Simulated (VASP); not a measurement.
# SnTe2 (Fm-3m) in VASP: settings compared, part 2 of 2

VASP 6.6.1. Earlier steps stand in the parts before.

### Step 3. Single point, PBE-based screened hybrid with 20 % exact exchange

File POSCAR:

```
SnTe2
1.0
    0.0000000000      3.7010376726      3.7010376726
    3.7010376726      0.0000000000      3.7010376726
    3.7010376726      3.7010376726      0.0000000000
Sn Te
1 2
Direct
    0.0000000000      0.0000000000      0.0000000000
    0.2500000000      0.2500000000      0.2500000000
    0.7500000000      0.7500000000      0.7500000000
```

File INCAR.step1:

```
  PREC = Accurate
  ENCUT = 520
  EDIFF = 1E-5
  ISMEAR = -1
  SIGMA = 0.02
  LREAL = F
  LASPH = T
  NELM = 60
  ALGO = Normal
  ISIF = 2
  LWAVE = T
  GGA = PE
  NBANDS = 20
```

File INCAR.step2:

```
  PREC = Accurate
  ENCUT = 520
  EDIFF = 1E-6
  ISMEAR = -1
  SIGMA = 0.02
  LREAL = F
  LASPH = T
  NELM = 60
  ALGO = Normal
  ISIF = 2
  LWAVE = F
  LCHARG = T
  GGA = PE
  LHFCALC = T
  AEXX = 0.2
  HFSCREEN = 0.5
  PRECFOCK = Normal
  LELF = T
  LVHAR = T
  ISTART = 1
  NBANDS = 20
```

File KPOINTS:

```
regular mesh
0
Gamma
  4 4 4
```

Potentials or basis: VASP PAW PBE potentials, release 64 (Sn_d, Te).

On the command line:

```sh
cat potpaw_PBE.64/Sn_d/POTCAR potpaw_PBE.64/Te/POTCAR > POTCAR
cp INCAR.step1 INCAR
mpirun -np 1 vasp_std > vasp.out
cp INCAR.step2 INCAR
mpirun -np 1 vasp_std > vasp.out
```

OUTCAR:

```text
PREC = Accurate
   ENCUT = 520
   EDIFF = 1E-6
   ISMEAR = -1
   LREAL = F
   LASPH = T
   NELM = 60
   ISIF = 2
   GGA = PE
   LHFCALC = T
   AEXX = 0.2
   HFSCREEN = 0.5
   PRECFOCK = Normal
   ISTART = 1

 ion  position               nearest neighbor table
   1  0.000  0.000  0.000-   3 3.21   3 3.21   3 3.21   2 3.21   3 3.21   2 3.21   2 3.21   2 3.21

   2  0.250  0.250  0.250-   1 3.21   1 3.21   1 3.21   1 3.21
   3  0.750  0.750  0.750-   1 3.21   1 3.21   1 3.21   1 3.21

  LATTYP: Found a face centered cubic cell.
 ALAT       =     7.4020753452

  Lattice vectors:

 A1 = (   0.0000000000,   3.7010376726,   3.7010376726)
 A2 = (   3.7010376726,   0.0000000000,   3.7010376726)
 A3 = (   3.7010376726,   3.7010376726,   0.0000000000)

Analysis of symmetry for initial positions (statically):
=====================================================================
 Subroutine PRICEL returns:
 Original cell was already a primitive cell.

 Routine SETGRP: Setting up the symmetry group for a
 face centered cubic supercell.

 Subroutine GETGRP returns: Found 48 space group operations
 (whereof 48 operations were pure point group operations)
 out of a pool of 48 trial point group operations.

The static configuration has the point symmetry O_h .

Analysis of symmetry for dynamics (positions and initial velocities):
=====================================================================
 Subroutine PRICEL returns:
 Original cell was already a primitive cell.

 Routine SETGRP: Setting up the symmetry group for a
 face centered cubic supercell.

[... 107 lines left out ...]
   IMIX   =      1    mixing-type and parameters
     AMIX     =   0.40;   BMIX     =  1.00
     AMIX_MAG =   1.60;   BMIX_MAG =  1.00
  volume/ion in A,a.u.               =      33.80       228.07
  Fermi-wavevector in a.u.,A,eV,Ry     =   1.040078  1.965462 14.718260  1.081762
  Thomas-Fermi vector in A             =   2.174637
   LORBIT       =      0    0 simple, 1 ext, 2 COOP (PROOUT), +10 PAW based schemes
   GGA     = PE    functional components
   LHFCALC =     T    Hartree Fock is set to
   PRECFOCK=normal    Normal, Fast or Accurate (Low or Medium for compatibility)
   ENCUT4O =  -1.0   cutoff for four orbital integrals eV
   NKREDX  =     1    reduce k-point grid by
   NKREDY  =     1    reduce k-point grid by
   NKREDZ  =     1    reduce k-point grid by
   AEXX    =    0.2000 exact exchange contribution
   HFSCREEN=    0.5000 screening length (either q_TF or 0.3 A-1)
   HFSCREENC=   0.5000 screening length for correlation (either q_TF or 0.3 A-1)
   ENCUTFOCK=  -1.0 apply spherical cutoff to Coloumb kernel
   IVDW    =     0    specifies the selected vdW correction
   LEPSILON=     F    determine dielectric tensor
   LRPA    =     F    only Hartree local field effects (RPA)
 non-spin polarized calculation
  energy-cutoff  :      520.00
  volume of cell :      101.39
 maximum number of plane-waves:      2764
 NGX is ok and might be reduce to    40
  NGX = 30; NGY = 30; NGZ = 30

 number of electron      26.0000004 magnetization

 Free energy of the ion-electron system (eV)
  ---------------------------------------------------
  ext. energy  EPLUGINS =         0.00000000
  ---------------------------------------------------
  free energy    TOTEN  =       -10.45785395 eV

  energy without entropy =      -10.44919482  energy(sigma->0) =      -10.45352439

 E-fermi :   5.3930     XC(G=0):  -8.1963

 val. band max:        5.3165056659   @ k =  -0.2500   0.2500   0.0000
 cond. band min:       5.4184416967   @ k =   0.5000   0.2500   0.0000
 fundamental gap:      0.1019360308
 Fermi energy:         5.3930122849

 k-point     1 :       0.0000    0.0000    0.0000
  band No.  band energies     occupation
      1     -17.2142      2.00000
      2     -17.2142      2.00000
      3     -17.2142      2.00000
      4     -17.1982      2.00000
      5     -17.1982      2.00000
      6      -7.5657      2.00000
[... 173 lines left out ...]
     19      13.1498      0.00000
     20      13.1538      0.00000

------------------------ aborting loop because EDIFF is reached ----------------------------------------

  FORCE on cell =-STRESS in cart. coord.  units (eV):
  Direction    XX          YY          ZZ          XY          YZ          ZX
  --------------------------------------------------------------------------------------
  -------------------------------------------------------------------------------------
  Total        0.1032468      0.1032468      0.1032468     -0.0000000     -0.0000000      0.0000000
  in kB        1.6314984      1.6314984      1.6314984     -0.0000000     -0.0000000      0.0000000
  external PRESSURE =       1.6314984 kB  Pullay stress =       0.0000000 kB

 VOLUME and BASIS-vectors are now :
 -----------------------------------------------------------------------------
  energy-cutoff  :      520.00
  volume of cell :      101.39
      direct lattice vectors                 reciprocal lattice vectors
     0.000000000  3.701037673  3.701037673    -0.135097247  0.135097247  0.135097247
     3.701037673  0.000000000  3.701037673     0.135097247 -0.135097247  0.135097247
     3.701037673  3.701037673  0.000000000     0.135097247  0.135097247 -0.135097247

 POSITION                                       TOTAL-FORCE (eV/Angst)
 -----------------------------------------------------------------------------------
      0.00000      0.00000      0.00000        -0.000000      0.000000     -0.000000
      1.85052      1.85052      1.85052         0.000000     -0.000000      0.000000
      5.55156      5.55156      5.55156        -0.000000      0.000000     -0.000000
 -----------------------------------------------------------------------------------
    total drift:                               -0.000001     -0.000003     -0.000000

  FREE ENERGIE OF THE ION-ELECTRON SYSTEM (eV)
  ---------------------------------------------------
  free  energy   TOTEN  =       -10.4578539514 eV

  energy  without entropy=      -10.4491948219  energy(sigma->0) =      -10.45352439
```

OSZICAR.step1:

```text
N       E                     dE             d eps       ncg     rms          rms(c)
DAV:   1     0.175194451835E+03    0.17519E+03   -0.11704E+04   324   0.133E+03
DAV:   2     0.876804162349E+01   -0.16643E+03   -0.16126E+03   332   0.326E+02
DAV:   3    -0.899880061865E+01   -0.17767E+02   -0.17407E+02   396   0.100E+02
DAV:   4    -0.968908759986E+01   -0.69029E+00   -0.68937E+00   376   0.204E+01
DAV:   5    -0.971543769735E+01   -0.26350E-01   -0.26349E-01   428   0.415E+00    0.612E+00
DAV:   6    -0.970755215317E+01    0.78855E-02   -0.25139E-02   376   0.141E+00    0.386E+00
DAV:   7    -0.970883526833E+01   -0.12831E-02   -0.19796E-02   348   0.987E-01    0.131E-01
DAV:   8    -0.970858444874E+01    0.25082E-03   -0.27850E-03   364   0.489E-01    0.708E-02
DAV:   9    -0.970876054306E+01   -0.17609E-03   -0.34569E-04   340   0.106E-01    0.239E-02
DAV:  10    -0.970876148270E+01   -0.93964E-06   -0.12677E-05   252   0.292E-02
   1 F= -.97087615E+01 E0= -.97047827E+01  d E =-.795757E-02
```

Wall time 32 min (1 thread of Intel Xeon Platinum 8259CL at 2.50GHz (Skylake/Cascade Lake), shared host); peak memory 0.36 GiB.

Results:

```yaml
Free_energy: -10.4579 eV
Pressure: 0.2 GPa
Band_gap_on_the_k_mesh: zero (bands 13 and 14 overlap by 2.17 eV)
```

Caveat: the k points lie up to 0.37 Å⁻¹ apart, too coarse for converged energies and pressures of a metal; the PAW data sets were made with another functional, which shifts forces and pressure a little; spin-orbit coupling is left out, which moves the levels of the heavy elements.

### Step 4. Single point, PBEsol

File INCAR:

```
PREC = Accurate ; ENCUT = 520
EDIFF = 1E-6 ; ISMEAR = -1
SIGMA = 0.02 ; LREAL = F
LASPH = T ; NELM = 80
ALGO = Normal ; ISIF = 2
LWAVE = F ; LCHARG = F
GGA = PS ; NBANDS = 20
```

KPOINTS is that of step 3.

POSCAR is that of step 3.

On the command line:

```sh
cat potpaw_PBE.64/Sn_d/POTCAR potpaw_PBE.64/Te/POTCAR > POTCAR
mpirun -np 1 vasp_std > vasp.out
```

Run time: 25 s. Hardware: 1 thread of Intel Xeon Platinum 8488C (Sapphire Rapids), shared host; peak memory 0.24 GiB.

The run converged. Its results:

| Quantity | Value |
| --- | --- |
| Free energy | -10.8529 eV |
| Pressure | -1.4 GPa |
| Band gap on the k mesh | zero (bands 13 and 14 overlap by 2.11 eV) |

Levels at points of the mesh, in eV from the Fermi level:
```
           k point  band 11  band 12  band 13  band 14  band 15  band 16
(0.00, 0.00, 0.00)    -2.61    -1.37    -1.37    -1.37     1.63     1.63
(0.50, 0.00, 0.00)    -2.47    -1.84    -1.84     0.73     3.25     3.25
(0.50, 0.50, 0.00)    -1.66     0.51     0.51     1.13     2.15     4.19
```

Caveat: the k points lie up to 0.37 Å⁻¹ apart, too coarse for converged energies and pressures of a metal; the PAW data sets were made with another functional, which shifts forces and pressure a little; spin-orbit coupling is left out, which moves the levels of the heavy elements.

### Step 5. Single point, LDA

File INCAR:

```
PREC = Accurate ; ENCUT = 520
EDIFF = 1E-6 ; ISMEAR = -1
SIGMA = 0.02 ; LREAL = F
LASPH = T ; NELM = 100
ALGO = Normal ; ISIF = 2
LWAVE = F ; LCHARG = F
NBANDS = 20
```

File KPOINTS:

```
Automatic mesh
0
Gamma
  4 4 4
```

POSCAR is that of step 4.

Potentials or basis: VASP PAW LDA potentials, release 64 (Sn_d, Te).

On the command line:

```sh
cat potpaw_LDA.64/Sn_d/POTCAR potpaw_LDA.64/Te/POTCAR > POTCAR
mpirun -np 1 vasp_std > vasp.out
```

OUTCAR:

```text
PREC = Accurate
   ENCUT = 520
   EDIFF = 1E-6
   ISMEAR = -1
   LREAL = F
   LASPH = T
   NELM = 100
   ISIF = 2

 ion  position               nearest neighbor table
   1  0.000  0.000  0.000-   3 3.21   3 3.21   3 3.21   2 3.21   3 3.21   2 3.21   2 3.21   2 3.21

   2  0.250  0.250  0.250-   1 3.21   1 3.21   1 3.21   1 3.21
   3  0.750  0.750  0.750-   1 3.21   1 3.21   1 3.21   1 3.21

  LATTYP: Found a face centered cubic cell.
 ALAT       =     7.4020753452

  Lattice vectors:

 A1 = (   0.0000000000,   3.7010376726,   3.7010376726)
 A2 = (   3.7010376726,   0.0000000000,   3.7010376726)
 A3 = (   3.7010376726,   3.7010376726,   0.0000000000)

Analysis of symmetry for initial positions (statically):
=====================================================================
 Subroutine PRICEL returns:
 Original cell was already a primitive cell.

 Routine SETGRP: Setting up the symmetry group for a
 face centered cubic supercell.

 Subroutine GETGRP returns: Found 48 space group operations
[... 146 lines left out ...]
  free energy    TOTEN  =       -11.57554710 eV

  energy without entropy =      -11.56781695  energy(sigma->0) =      -11.57168203

 E-fermi :   5.3105     XC(G=0):  -9.3306

 val. band max:        5.1660316698   @ k =  -0.2500   0.2500   0.0000
 cond. band min:       5.3371293924   @ k =   0.5000   0.2500   0.0000
 fundamental gap:      0.1710977227
 Fermi energy:         5.3104722577

 k-point     1 :       0.0000    0.0000    0.0000
  band No.  band energies     occupation
      1     -15.7861      2.00000
      2     -15.7861      2.00000
      3     -15.7861      2.00000
      4     -15.7712      2.00000
      5     -15.7712      2.00000
      6      -7.0367      2.00000
[... 173 lines left out ...]
     19      12.8071      0.00000
     20      12.8160      0.00000

------------------------ aborting loop because EDIFF is reached ----------------------------------------

  FORCE on cell =-STRESS in cart. coord.  units (eV):
  Direction    XX          YY          ZZ          XY          YZ          ZX
  --------------------------------------------------------------------------------------
  -------------------------------------------------------------------------------------
  Total       -1.4766033     -1.4766033     -1.4766033      0.0000000     -0.0000000      0.0000000
  in kB      -23.3331781    -23.3331781    -23.3331781      0.0000000     -0.0000000      0.0000000
  external PRESSURE =     -23.3331781 kB  Pullay stress =       0.0000000 kB

 VOLUME and BASIS-vectors are now :
 -----------------------------------------------------------------------------
  energy-cutoff  :      520.00
  volume of cell :      101.39
      direct lattice vectors                 reciprocal lattice vectors
     0.000000000  3.701037673  3.701037673    -0.135097247  0.135097247  0.135097247
     3.701037673  0.000000000  3.701037673     0.135097247 -0.135097247  0.135097247
     3.701037673  3.701037673  0.000000000     0.135097247  0.135097247 -0.135097247

 POSITION                                       TOTAL-FORCE (eV/Angst)
 -----------------------------------------------------------------------------------
      0.00000      0.00000      0.00000        -0.000000      0.000000     -0.000000
      1.85052      1.85052      1.85052        -0.000000     -0.000000     -0.000000
      5.55156      5.55156      5.55156         0.000000      0.000000      0.000000
 -----------------------------------------------------------------------------------
    total drift:                               -0.000000      0.000000      0.000000

  FREE ENERGIE OF THE ION-ELECTRON SYSTEM (eV)
  ---------------------------------------------------
  free  energy   TOTEN  =       -11.5755471006 eV

  energy  without entropy=      -11.5678169502  energy(sigma->0) =      -11.57168203
```

stdout:

```text
POSCAR found type information on POSCAR SnTe
 POSCAR found :  2 types and       3 ions
 scaLAPACK will be used
 LDA part: xc-table for (Slater(with rela. corr.)+CA(PZ))
 , standard interpolation
 POSCAR, INCAR and KPOINTS ok, starting setup
 FFT: planning ... GRIDC
 FFT: planning ... GRID_SOFT
 FFT: planning ... GRID
 WAVECAR not read
 entering main loop
```

Run time: 19 s. Hardware: 1 thread of Intel Xeon Platinum 8488C (Sapphire Rapids), shared host; peak memory 0.2 GiB.

What came out:

```
Free energy            : -11.5755 eV
Pressure               : -2.3 GPa
Band gap on the k mesh : zero (bands 13 and 14 overlap by 2.10 eV)
```

Caveat: the k points lie up to 0.37 Å⁻¹ apart, too coarse for converged energies and pressures of a metal; spin-orbit coupling is left out, which moves the levels of the heavy elements.

### Step 6. The runs side by side

```tsv
level	potentials or basis	grid for exact exchange (PRECFOCK)	share of exact exchange	screening parameter	gap on the mesh (eV)	pressure (GPa)
PBE-based screened hybrid with 50 % exact exchange	VASP PAW PBE potentials, release 64 (Sn_d, Te)	Normal	0.5	0.1 1/Å	none	-2.8
PBE-based screened hybrid with 20 % exact exchange	VASP PAW PBE potentials, release 64 (Sn_d, Te)	Normal	0.2	0.5 1/Å	none	0.2
PBEsol	VASP PAW PBE potentials, release 64 (Sn_d, Te)	-	-	-	none	-1.4
LDA	VASP PAW LDA potentials, release 64 (Sn_d, Te)	-	-	-	none	-2.3
```

Alike in all rows: task single point; no spin polarisation; cell as given; k mesh 4 × 4 × 4; cutoff (eV) 520; smearing fermi-dirac 0.02 eV.

Caveats: all runs use coarse meshes; spin-orbit coupling is left out, which moves the levels of the heavy elements; the PAW data sets were made with another functional, which shifts forces and pressure a little (at least some runs).

Absolute energies hang on the potentials; compare differences alone.
